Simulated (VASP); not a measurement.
# NaI (Fm-3m) in VASP: notebook, part 2 of 2

VASP 6.6.1. The steps go on from the part before.

## Step 3: Relaxation of cell and atoms, PBE+D3(BJ)

This run uses another cell than the first one, of 33.34 Å³/atom, 1.039 times its volume.

File INCAR:

```
PREC = Accurate
ENCUT = 600
EDIFF = 1E-6
ISMEAR = 0
SIGMA = 0.02
LREAL = F
LASPH = T
NELM = 100
ALGO = Normal
ISIF = 3
LWAVE = F
LCHARG = F
GGA = PE
IVDW = 12
IBRION = 2
NSW = 70
EDIFFG = -0.02
```

File KPOINTS:

```
Automatic mesh
0
Gamma
  6 6 6
```

File POSCAR:

```
NaI
1.0
    0.0000000000      3.2186570000      3.2186570000
    3.2186570000      0.0000000000      3.2186570000
    3.2186570000      3.2186570000      0.0000000000
Na I
1 1
Direct
    0.0000000000      0.0000000000      0.0000000000
    0.5000000000      0.5000000000      0.5000000000
```

Potentials or basis: VASP PAW PBE potentials, release 64 (Na_pv, I).

Run with:

```sh
$ cat potpaw_PBE.64/Na_pv/POTCAR potpaw_PBE.64/I/POTCAR > POTCAR
$ mpirun -np 1 vasp_std > vasp.out
```

OUTCAR:

```text
PREC = Accurate
   ENCUT = 600
   EDIFF = 1E-6
   ISMEAR = 0
   LREAL = F
   LASPH = T
   NELM = 100
   ISIF = 3
   GGA = PE
   IVDW = 12
   IBRION = 2
   NSW = 70
   EDIFFG = -0.02
 IVDW          = 12

 ion  position               nearest neighbor table
   1  0.000  0.000  0.000-
   2  0.500  0.500  0.500-

  LATTYP: Found a face centered cubic cell.
 ALAT       =     6.4373140000

  Lattice vectors:

 A1 = (   0.0000000000,   3.2186570000,   3.2186570000)
 A2 = (   3.2186570000,   0.0000000000,   3.2186570000)
 A3 = (   3.2186570000,   3.2186570000,   0.0000000000)

Analysis of symmetry for initial positions (statically):
=====================================================================
 Subroutine PRICEL returns:
 Original cell was already a primitive cell.

 Routine SETGRP: Setting up the symmetry group for a
 face centered cubic supercell.

 Subroutine GETGRP returns: Found 48 space group operations
 (whereof 48 operations were pure point group operations)
 out of a pool of 48 trial point group operations.

The static configuration has the point symmetry O_h .

Analysis of symmetry for dynamics (positions and initial velocities):
=====================================================================
 Subroutine PRICEL returns:
 Original cell was already a primitive cell.

 Routine SETGRP: Setting up the symmetry group for a
 face centered cubic supercell.

 Subroutine GETGRP returns: Found 48 space group operations
 (whereof 48 operations were pure point group operations)
 out of a pool of 48 trial point group operations.

The dynamic configuration has the point symmetry O_h .

 Subroutine INISYM returns: Found 48 space group operations
 (whereof 48 operations are pure point group operations),
 and found     1 'primitive' translations

----------------------------------------------------------------------------------------

                                     Primitive cell

  volume of cell :      66.6890

  direct lattice vectors                    reciprocal lattice vectors
     0.000000000  3.218657000  3.218657000    -0.155344294  0.155344294  0.155344294
     3.218657000  0.000000000  3.218657000     0.155344294 -0.155344294  0.155344294
     3.218657000  3.218657000  0.000000000     0.155344294  0.155344294 -0.155344294

  length of vectors
     4.551868382  4.551868382  4.551868382     0.269064210  0.269064210  0.269064210

  position of ions in fractional coordinates (direct lattice)
     0.000000000  0.000000000  0.000000000
     0.500000000  0.500000000  0.500000000

  ion indices of the primitive-cell ions
   primitive index   ion index
                 1           1
                 2           2

----------------------------------------------------------------------------------------

 KPOINTS: Automatic mesh

Automatic generation of k-mesh.
 Grid dimensions read from file:
 generate k-points for:    6    6    6

 Generating k-lattice:

  Cartesian coordinates                     Fractional coordinates (reciprocal lattice)
    -0.025890716  0.025890716  0.025890716     0.166666667  0.000000000  0.000000000
     0.025890716 -0.025890716  0.025890716     0.000000000  0.166666667  0.000000000
     0.025890716  0.025890716 -0.025890716     0.000000000  0.000000000  0.166666667

  Length of vectors
     0.044844035  0.044844035  0.044844035

  Shift w.r.t. Gamma in fractional coordinates (k-lattice)
     0.000000000  0.000000000  0.000000000

 Subroutine IBZKPT returns following result:
 ===========================================

 Found     16 irreducible k-points:

 Following reciprocal coordinates:
            Coordinates               Weight
  0.000000  0.000000  0.000000      1.000000
  0.166667  0.000000  0.000000      8.000000
  0.333333  0.000000  0.000000      8.000000
  0.500000  0.000000  0.000000      4.000000
  0.166667  0.166667  0.000000      6.000000
  0.333333  0.166667  0.000000     24.000000
[... 8 lines left out ...]
 -0.333333  0.333333  0.166667     24.000000
 -0.333333  0.500000  0.166667     12.000000
   k-points           NKPTS =     16   k-points in BZ     NKDIM =     16   number of bands    NBANDS=     11
   number of dos      NEDOS =    301   number of ions     NIONS =      2
   total plane-waves  NPLWV =  46656
   dimension x,y,z NGX =    36 NGY =   36 NGZ =   36
   dimension x,y,z NGXF=    72 NGYF=   72 NGZF=   72
   ions per type =               1   1
   NGX,Y,Z   is equivalent  to a cutoff of  13.15, 13.15, 13.15 a.u.
   NGXF,Y,Z  is equivalent  to a cutoff of  26.30, 26.30, 26.30 a.u.
 SYSTEM =  unknown system
   PREC   = accura    normal or accurate (medium, high low for compatibility)
   ISTART =      0    job   : 0-new  1-cont  2-samecut
   ICHARG =      2    charge: 1-file 2-atom 10-const
   ISPIN  =      1    spin polarized calculation?
   LNONCOLLINEAR =      F non collinear calculations
   LSORBIT =      F    spin-orbit coupling
   LASPH  =      T    aspherical Exc in radial PAW
   ENCUT  =  600.0 eV  44.10 Ry    6.64 a.u.   9.09  9.09  9.09*2*pi/ulx,y,z
   NELM   =    100;   NELMIN=  2; NELMDL= -5     # of ELM steps
   EDIFF  = 0.1E-05   stopping-criterion for ELM
   LREAL  =      F    real-space projection
   EDIFFG = -.2E-01   stopping-criterion for IOM
   NSW    =     70    number of steps for IOM
   IBRION =      2    ionic relax: 0-MD 1-quasi-New 2-CG
   NFREE  =      1    steps in history (QN), initial steepest desc. (CG)
   ISIF   =      3    stress and relaxation
   ISYM   =      2    0-nonsym 1-usesym 2-fastsym
   POTIM  = 0.5000    time-step for ionic-motion
   TEBEG  =    0.0;   TEEND  =   0.0 temperature during run
   PSTRESS=    0.0 pullay stress
   NELECT =      14.0000    total number of electrons
   NUPDOWN=      -1.0000    fix difference up-down
   EMIN   =  10.00;   EMAX   =-10.00  energy-range for DOS
   EFERMI =   0.00;   METHOD = LEGACY
   ISMEAR =     0;   SIGMA  =   0.02  broadening in eV -4-tet -1-fermi 0-gaus
   EFERMI_NEDOS =   21; number of points for ismear=-14 and -15
   IALGO  =     38    algorithm
   IMIX   =      4    mixing-type and parameters
     AMIX     =   0.40;   BMIX     =  1.00
     AMIX_MAG =   1.60;   BMIX_MAG =  1.00
  volume/ion in A,a.u.               =      33.34       225.02
  Fermi-wavevector in a.u.,A,eV,Ry     =   0.972970  1.838647 12.880238  0.946671
  Thomas-Fermi vector in A             =   2.103312
   LORBIT       =      0    0 simple, 1 ext, 2 COOP (PROOUT), +10 PAW based schemes
   GGA     = PE    functional components
   LHFCALC =     F    Hartree Fock is set to
   AEXX    =    0.0000 exact exchange contribution
   IVDW    =    12    specifies the selected vdW correction
   LEPSILON=     F    determine dielectric tensor
   LRPA    =     F    only Hartree local field effects (RPA)
 conjugate gradient relaxation of ions
 non-spin polarized calculation
 Gauss-broadening in eV      SIGMA  =   0.02
  energy-cutoff  :      600.00
  volume of cell :       66.69
 maximum number of plane-waves:      2252
   NGX = 19   NGY = 19   NGZ = 19

--------------------------------------- Ionic step        1  -------------------------------------------

 number of electron      13.9999996 magnetization

 Free energy of the ion-electron system (eV)
  ---------------------------------------------------
  ext. energy  EPLUGINS =         0.00000000
  ---------------------------------------------------
  free energy    TOTEN  =        -5.38092054 eV

  energy without entropy =       -5.38092054  energy(sigma->0) =       -5.38092054

------------------------ aborting loop because EDIFF is reached ----------------------------------------

 Edisp (eV)   -0.51452

 E8    (eV) :    -0.2382

  FORCE on cell =-STRESS in cart. coord.  units (eV):
  Direction    XX          YY          ZZ          XY          YZ          ZX
  --------------------------------------------------------------------------------------
  -------------------------------------------------------------------------------------
  Total      -0.25279    -0.25279    -0.25279     0.00000     0.00000     0.00000
  in kB      -6.07323    -6.07323    -6.07323     0.00000     0.00000     0.00000
  external pressure =       -6.07 kB  Pullay stress =        0.00 kB
[... 141 lines left out ...]
  energy  without entropy=       -5.8999279988  energy(sigma->0) =       -5.89992800

--------------------------------------- Ionic step        5  -------------------------------------------

 number of electron      14.0000003 magnetization

 Free energy of the ion-electron system (eV)
  ---------------------------------------------------
  ext. energy  EPLUGINS =         0.00000000
  ---------------------------------------------------
  free energy    TOTEN  =        -5.36587968 eV

  energy without entropy =       -5.36587968  energy(sigma->0) =       -5.36587968

 E-fermi :   1.3034     XC(G=0):  -7.9126

 val. band max:        1.1742694092   @ k =   0.0000   0.0000   0.0000
 cond. band min:       4.9576423611   @ k =   0.0000   0.0000   0.0000
 fundamental gap:      3.7833729519
 Fermi energy:         1.3033890044

 k-point     1 :       0.0000    0.0000    0.0000
  band No.  band energies     occupation
      1     -21.2106      2.00000
      2     -21.2106      2.00000
      3     -21.2106      2.00000
      4      -9.9816      2.00000
      5       1.1743      2.00000
      6       1.1743      2.00000
      7       1.1743      2.00000
      8       4.9576      0.00000
      9       9.1010      0.00000
     10       9.1010      0.00000
     11       9.1010      0.00000
[... 241 lines left out ...]
  FREE ENERGIE OF THE ION-ELECTRON SYSTEM (eV)
  ---------------------------------------------------
  free  energy   TOTEN  =        -5.9001285245 eV

  energy  without entropy=       -5.9001285245  energy(sigma->0) =       -5.90012852

 reached required accuracy - stopping structural energy minimisation
```

It took 2 min on 1 thread of AMD EPYC 7R43 (Zen 3), shared host; peak memory 0.18 GiB.

What came out:

```yaml
Free_energy: -5.9001 eV
Relaxed_volume: 32.21 Å³/atom
Relaxed_cell: a = 4.500 Å, b = 4.500 Å, c = 4.500 Å, α = 60.00°, β = 60.00°, γ = 60.00°
Space_group_after_relaxing_to_0.05_Å: Fm-3m (No. 225)
Energy_gained_by_relaxing: 2.3 meV/atom
Ionic_steps: 5
Pressure_after_relaxing: 0.0 GPa
Band_gap_on_the_k_mesh: 3.78 eV, direct
Dispersion_energy_per_atom: -0.267 eV
```

Step by step:
| step | energy change (eV) | largest force (eV/Å) | pressure (GPa) | volume (Å³) |
| --- | --- | --- | --- | --- |
| 1 | 0.0000 | 0.0000 | -0.61 | 66.69 |
| 2 | -0.0036 | 0.0000 | -0.27 | 65.48 |
| 3 | -0.0044 | 0.0000 | -0.17 | 64.94 |
| 4 | -0.0045 | 0.0000 | 0.18 | 63.88 |
| 5 | -0.0047 | 0.0000 | -0.03 | 64.42 |

Final structure:
```cif
data_structure
_symmetry_space_group_name_H-M 'P 1'
_symmetry_Int_Tables_number 1
_cell_length_a 4.4996
_cell_length_b 4.4996
_cell_length_c 4.4996
_cell_angle_alpha 60.000
_cell_angle_beta 60.000
_cell_angle_gamma 60.000
_cell_volume 64.42
loop_
_atom_site_label
_atom_site_type_symbol
_atom_site_fract_x
_atom_site_fract_y
_atom_site_fract_z
_atom_site_occupancy
Na1 Na 0.00000 0.00000 0.00000 1
I1 I 0.50000 0.50000 0.50000 1
```

Caveat: spin-orbit coupling is left out, which moves the levels of the heavy elements.
